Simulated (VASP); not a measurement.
# CuO (Tenorite) in VASP: density of states with PBE

Aim: the density of states of CuO (Tenorite) with PBE.

Everything below comes from runs of VASP 6.6.1. Logs are shortened: lines on timing, memory, paths and dates and some standing lists are left out, and cuts for length are marked.

## (1) The cell of the first run

The typed cell holds 4 atoms: a = 2.948 Å, b = 2.948 Å, c = 5.152 Å, α = 90.00°, β = 90.00°, γ = 89.86°.

## (2) Density of states, PBE

The input, POSCAR:

```
CuO
1.0
    2.0810635168     -2.0822804008      0.1632855055
    2.0810635168      2.0822804008      0.1632855055
   -0.4027090998      0.0000000000      5.1361086675
Cu O
2 2
Direct
    0.0000000000      0.5000000000      0.0000000000
    0.5000000000      0.0000000000      0.5000000000
    0.4999845472      0.5000154528      0.2500000000
    0.5000154528      0.4999845472      0.7500000000
```

The input, INCAR.step1:

```
ALGO     = Normal         # electronic algorithm
EDIFF    = 1E-6           # SCF threshold, eV
ENCUT    = 520            # plane-wave cutoff, eV
GGA      = PE             # functional
ISIF     = 2              # what is computed and relaxed
ISMEAR   = 0              # smearing method
LASPH    = True           # aspherical terms in the spheres
LCHARG   = True           # write CHGCAR
LMAXMIX  = 4              # l up to which the mixer works
LREAL    = False          # projectors in reciprocal space
LWAVE    = False          # write WAVECAR
NBANDS   = 25             # bands
NELM     = 100            # most SCF steps
PREC     = Accurate       # precision mode
SIGMA    = 0.05           # smearing width, eV
```

The input, KPOINTS.step1:

```
k-points
0
Gamma
  12 12 8
```

The input, INCAR.step2:

```
ALGO     = Normal         # electronic algorithm
EDIFF    = 1E-6           # SCF threshold, eV
ENCUT    = 520            # plane-wave cutoff, eV
GGA      = PE             # functional
ICHARG   = 11             # starting density
ISIF     = 2              # what is computed and relaxed
ISMEAR   = -5             # smearing method
LASPH    = True           # aspherical terms in the spheres
LCHARG   = False          # write CHGCAR
LMAXMIX  = 4              # l up to which the mixer works
LORBIT   = 11             # projections on sites
LREAL    = False          # projectors in reciprocal space
LWAVE    = False          # write WAVECAR
NBANDS   = 25             # bands
NEDOS    = 2001           # points of the DOS
NELM     = 100            # most SCF steps
PREC     = Accurate       # precision mode
SIGMA    = 0.05           # smearing width, eV
```

The input, KPOINTS.step2:

```
k-points
0
Gamma
  18 18 12
```

Potentials or basis: VASP PAW PBE potentials, release 64 (Cu, O).

Launch:

```
$ cat potpaw_PBE.64/Cu/POTCAR potpaw_PBE.64/O/POTCAR > POTCAR
$ cp INCAR.step1 INCAR
$ cp KPOINTS.step1 KPOINTS
$ mpirun -np 1 vasp_std > vasp.out
$ cp INCAR.step2 INCAR
$ cp KPOINTS.step2 KPOINTS
$ mpirun -np 1 vasp_std > vasp.out
```

OUTCAR:

```text
EDIFF = 1E-6
   ENCUT = 520
   GGA = PE
   ICHARG = 11
   ISIF = 2
   ISMEAR = -5
   LASPH = True
   LORBIT = 11
   LREAL = False
   NELM = 100
   PREC = Accurate

 ion  position               nearest neighbor table
   1  0.000  0.500  0.000-   4 1.96   3 1.96   4 1.96   3 1.96
   2  0.500  0.000  0.500-   3 1.96   4 1.96   4 1.96   3 1.96
   3  0.500  0.500  0.250-   1 1.96   2 1.96   2 1.96   1 1.96
   4  0.500  0.500  0.750-   2 1.96   1 1.96   2 1.96   1 1.96

  LATTYP: Found a base centered monoclinic cell.
 ALAT       =     4.1749191692
 B/A-ratio  =     0.9975189058
 C/A-ratio  =     1.2340052494
 COS(beta)  =    -0.0000547579

  Lattice vectors:

 A1 = (  -2.0810635168,   2.0822804008,  -0.1632855055)
 A2 = (  -2.0810635168,  -2.0822804008,  -0.1632855055)
 A3 = (  -0.4027090998,   0.0000000000,   5.1361086675)

Analysis of symmetry for initial positions (statically):
=====================================================================
 Subroutine PRICEL returns:
 Original cell was already a primitive cell.

 Routine SETGRP: Setting up the symmetry group for a
 base centered monoclinic supercell.

 Subroutine GETGRP returns: Found  4 space group operations
 (whereof  2 operations were pure point group operations)
 out of a pool of  4 trial point group operations.

The static configuration has the point symmetry S_2 .
 The point group associated with its full space group is C_2h.

Analysis of symmetry for dynamics (positions and initial velocities):
=====================================================================
 Subroutine PRICEL returns:
 Original cell was already a primitive cell.

 Routine SETGRP: Setting up the symmetry group for a
 base centered monoclinic supercell.

 Subroutine GETGRP returns: Found  4 space group operations
 (whereof  2 operations were pure point group operations)
 out of a pool of  4 trial point group operations.

The dynamic configuration has the point symmetry S_2 .
 The point group associated with its full space group is C_2h.

 Subroutine INISYM returns: Found  4 space group operations
 (whereof  2 operations are pure point group operations),
 and found     1 'primitive' translations

----------------------------------------------------------------------------------------

                                     Primitive cell

  volume of cell :      44.7870

  direct lattice vectors                    reciprocal lattice vectors
     2.081063517 -2.082280401  0.163285506     0.238792704 -0.240121359  0.018723123
     2.081063517  2.082280401  0.163285506     0.238792704  0.240121359  0.018723123
    -0.402709100  0.000000000  5.136108668    -0.015183241  0.000000000  0.193509451

  length of vectors
     2.948453694  2.948453694  5.151872171     0.339161876  0.339161876  0.194104195

  position of ions in fractional coordinates (direct lattice)
     1.000000000  0.500000000  0.000000000
     0.500000000  1.000000000  0.500000000
     0.499984547  0.500015453  0.250000000
     0.500015453  0.499984547  0.750000000

  ion indices of the primitive-cell ions
   primitive index   ion index
                 1           1
                 2           2
                 3           3
                 4           4

----------------------------------------------------------------------------------------

 KPOINTS: k-points

Automatic generation of k-mesh.
 Grid dimensions read from file:
 generate k-points for:   18   18   12

 Generating k-lattice:

  Cartesian coordinates                     Fractional coordinates (reciprocal lattice)
     0.013266261 -0.013340076  0.001040174     0.055555556  0.000000000 -0.000000000
     0.013266261  0.013340076  0.001040174     0.000000000  0.055555556 -0.000000000
    -0.001265270  0.000000000  0.016125788     0.000000000  0.000000000  0.083333333

  Length of vectors
     0.018842326  0.018842326  0.016175350

  Shift w.r.t. Gamma in fractional coordinates (k-lattice)
     0.000000000  0.000000000  0.000000000

 TETIRR: Found   5832 inequivalent tetrahedra from    23328

 Subroutine IBZKPT returns following result:
 ===========================================

 Found   1037 irreducible k-points:

 Following reciprocal coordinates:
            Coordinates               Weight
  0.000000  0.000000  0.000000      1.000000
  0.055556 -0.000000  0.000000      4.000000
  0.111111 -0.000000  0.000000      4.000000
  0.166667 -0.000000  0.000000      4.000000
  0.222222  0.000000 -0.000000      4.000000
  0.277778 -0.000000 -0.000000      4.000000
[... 16 lines left out ...]
 -0.277778  0.055556  0.000000      4.000000
 -0.222222  0.055556  0.000000      4.000000
 [... further k-points ...]
   k-points           NKPTS =   1037   k-points in BZ     NKDIM =   1037   number of bands    NBANDS=     25
   number of dos      NEDOS =   2001   number of ions     NIONS =      4
   total plane-waves  NPLWV =  23040
   dimension x,y,z NGX =    24 NGY =   24 NGZ =   40
   dimension x,y,z NGXF=    48 NGYF=   48 NGZF=   80
   ions per type =               2   2
   NGX,Y,Z   is equivalent  to a cutoff of  13.53, 13.53, 12.91 a.u.
   NGXF,Y,Z  is equivalent  to a cutoff of  27.06, 27.06, 25.82 a.u.
 SYSTEM =  unknown system
   PREC   = accura    normal or accurate (medium, high low for compatibility)
   ISTART =      0    job   : 0-new  1-cont  2-samecut
   ICHARG =     11    charge: 1-file 2-atom 10-const
   ISPIN  =      1    spin polarized calculation?
   LNONCOLLINEAR =      F non collinear calculations
   LSORBIT =      F    spin-orbit coupling
   LASPH  =      T    aspherical Exc in radial PAW
   ENCUT  =  520.0 eV  38.22 Ry    6.18 a.u.   5.48  5.48  9.58*2*pi/ulx,y,z
   NELM   =    100;   NELMIN=  2; NELMDL=  0     # of ELM steps
   EDIFF  = 0.1E-05   stopping-criterion for ELM
   LREAL  =      F    real-space projection
   EDIFFG = 0.1E-04   stopping-criterion for IOM
   NSW    =      0    number of steps for IOM
   IBRION =     -1    ionic relax: 0-MD 1-quasi-New 2-CG
   NFREE  =      0    steps in history (QN), initial steepest desc. (CG)
   ISIF   =      2    stress and relaxation
   ISYM   =      2    0-nonsym 1-usesym 2-fastsym
   POTIM  = 0.5000    time-step for ionic-motion
   TEBEG  =    0.0;   TEEND  =   0.0 temperature during run
   PSTRESS=    0.0 pullay stress
   NELECT =      34.0000    total number of electrons
   NUPDOWN=      -1.0000    fix difference up-down
   EMIN   =  10.00;   EMAX   =-10.00  energy-range for DOS
   EFERMI =   0.00;   METHOD = LEGACY
   ISMEAR =    -5;   SIGMA  =   0.05  broadening in eV -4-tet -1-fermi 0-gaus
   EFERMI_NEDOS =   21; number of points for ismear=-14 and -15
   IALGO  =     38    algorithm
   IMIX   =      4    mixing-type and parameters
     AMIX     =   0.40;   BMIX     =  1.00
     AMIX_MAG =   1.60;   BMIX_MAG =  1.00
  volume/ion in A,a.u.               =      11.20        75.56
  Fermi-wavevector in a.u.,A,eV,Ry     =   1.493426  2.822166 30.345359  2.230321
  Thomas-Fermi vector in A             =   2.605828
   LORBIT       =     11    0 simple, 1 ext, 2 COOP (PROOUT), +10 PAW based schemes
   GGA     = PE    functional components
   LHFCALC =     F    Hartree Fock is set to
   AEXX    =    0.0000 exact exchange contribution
   IVDW    =     0    specifies the selected vdW correction
   LEPSILON=     F    determine dielectric tensor
   LRPA    =     F    only Hartree local field effects (RPA)
 non-spin polarized calculation
 Fermi weights with tetrahedron method with Bloechl corrections
  energy-cutoff  :      520.00
  volume of cell :       44.79
 maximum number of plane-waves:      1236
 NGX is ok and might be reduce to    24

 number of electron      34.0000018 magnetization

 Free energy of the ion-electron system (eV)
  ---------------------------------------------------
  ext. energy  EPLUGINS =         0.00000000
  ---------------------------------------------------
  free energy    TOTEN  =       -19.73191736 eV

  energy without entropy =      -19.73191736  energy(sigma->0) =      -19.73191736

 E-fermi :   4.7766     XC(G=0): -11.2575

 val. band max:        4.7899349644   @ k =   0.3333   0.0556   0.0833
 cond. band min:       4.7672501642   @ k =   0.0556  -0.0000   0.5000
 fundamental gap:     -0.0226848002
 Fermi energy:         4.7766447952

 k-point     1 :       0.0000    0.0000    0.0000
  band No.  band energies     occupation
      1     -14.9476      2.00000
      2     -13.6549      2.00000
      3      -3.2345      2.00000
      4      -0.6003      2.00000
      5      -0.5952      2.00000
      6       1.0879      2.00000
[... 17 lines left out ...]
     24      19.1821      0.00000
     25      19.4845      0.00000

 k-point     2 :       0.0556   -0.0000    0.0000
  band No.  band energies     occupation
      1     -14.9319      2.00000
      2     -13.6501      2.00000
      3      -3.2063      2.00000
      4      -0.6129      2.00000
      5      -0.5893      2.00000
      6       0.8834      2.00000
[... 17 lines left out ...]
     24      19.2319      0.00000
     25      19.5071      0.00000

 k-point     3 :       0.1111   -0.0000    0.0000
  band No.  band energies     occupation
      1     -14.8858      2.00000
      2     -13.6362      2.00000
      3      -3.1239      2.00000
      4      -0.6520      2.00000
      5      -0.5660      2.00000
      6       0.4358      2.00000
[... 17 lines left out ...]
     24      19.3774      0.00000
     25      19.8315      0.00000

 k-point     4 :       0.1667   -0.0000    0.0000
  band No.  band energies     occupation
      1     -14.8137      2.00000
      2     -13.6149      2.00000
      3      -2.9944      2.00000
      4      -0.7024      2.00000
      5      -0.5296      2.00000
      6      -0.0957      2.00000
[... 17 lines left out ...]
     24      19.5463      0.00000
     25      19.6386      0.00000
[... 477 lines left out ...]
 k-point    22 :      -0.3333    0.0556    0.0000
  band No.  band energies     occupation
      1     -14.5121      2.00000
      2     -13.5297      2.00000
      3      -2.4372      2.00000
      4      -1.5800      2.00000
      5      -0.7641      2.00000
      6      -0.4008      2.00000
[... 17 lines left out ...]
     24      18.6259      0.00000
     25      19.0585      0.00000

 k-point    23 :      -0.2778    0.0556    0.0000
  band No.  band energies     occupation
      1     -14.6084      2.00000
      2     -13.5563      2.00000
      3      -2.6175      2.00000
      4      -1.1441      2.00000
      5      -0.7653      2.00000
      6      -0.4467      2.00000
[... 17 lines left out ...]
     24      19.0184      0.00000
     25      19.1397      0.00000

 k-point    24 :      -0.2222    0.0556    0.0000
  band No.  band energies     occupation
      1     -14.7076      2.00000
      2     -13.5842      2.00000
      3      -2.8009      2.00000
      4      -0.7400      2.00000
      5      -0.6365      2.00000
      6      -0.4957      2.00000
[... 17 lines left out ...]
     24      18.9512      0.00000
     25      19.4610      0.00000

 [... further k-points ...]

------------------------ aborting loop because EDIFF is reached ----------------------------------------

  FORCE on cell =-STRESS in cart. coord.  units (eV):
  Direction    XX          YY          ZZ          XY          YZ          ZX
  --------------------------------------------------------------------------------------
  -------------------------------------------------------------------------------------
  Total        0.2102522      0.2167673      0.3304844      0.0000000      0.0000000     -0.0084748
  in kB        7.5214021      7.7544686     11.8224960      0.0000000      0.0000000     -0.3031704
  external PRESSURE =       9.0327889 kB  Pullay stress =       0.0000000 kB

 VOLUME and BASIS-vectors are now :
 -----------------------------------------------------------------------------
  energy-cutoff  :      520.00
  volume of cell :       44.79
      direct lattice vectors                 reciprocal lattice vectors
     2.081063517 -2.082280401  0.163285506     0.238792704 -0.240121359  0.018723123
     2.081063517  2.082280401  0.163285506     0.238792704  0.240121359  0.018723123
    -0.402709100  0.000000000  5.136108668    -0.015183241  0.000000000  0.193509451

 POSITION                                       TOTAL-FORCE (eV/Angst)
 -----------------------------------------------------------------------------------
      1.04053      1.04114      0.08164         0.000000     -0.000000     -0.000000
      0.83918     -1.04114      2.64970         0.000000     -0.000000     -0.000000
      1.98039      0.00006      1.44731        -0.000000      0.000796      0.000000
      1.77903     -0.00006      4.01537        -0.000000     -0.000796      0.000000
 -----------------------------------------------------------------------------------
    total drift:                                0.000000      0.000000     -0.000000

  FREE ENERGIE OF THE ION-ELECTRON SYSTEM (eV)
  ---------------------------------------------------
  free  energy   TOTEN  =       -19.7319173551 eV

  energy  without entropy=      -19.7319173551  energy(sigma->0) =      -19.73191736

 total charge

# of ion       s       p       d       tot
------------------------------------------
    1        0.388   0.381   9.122   9.890
    2        0.388   0.381   9.122   9.890
    3        1.577   3.373   0.000   4.950
    4        1.577   3.373   0.000   4.950
--------------------------------------------------
tot          3.929   7.507  18.243  29.679
```

Wall time 9.9 min (1 thread of AMD EPYC 9R45 (Zen 5), shared host); peak memory 0.92 GiB.

What came out:

| Item | Value |
| --- | --- |
| Valence electrons inside the program's atomic spheres | Cu 9.89; O 4.95 |

Caveat: semilocal functionals often make such compounds metallic where correlation or magnetic order opens a gap, which also shifts bond lengths; tetrahedron occupations give inexact forces and stress in metals.
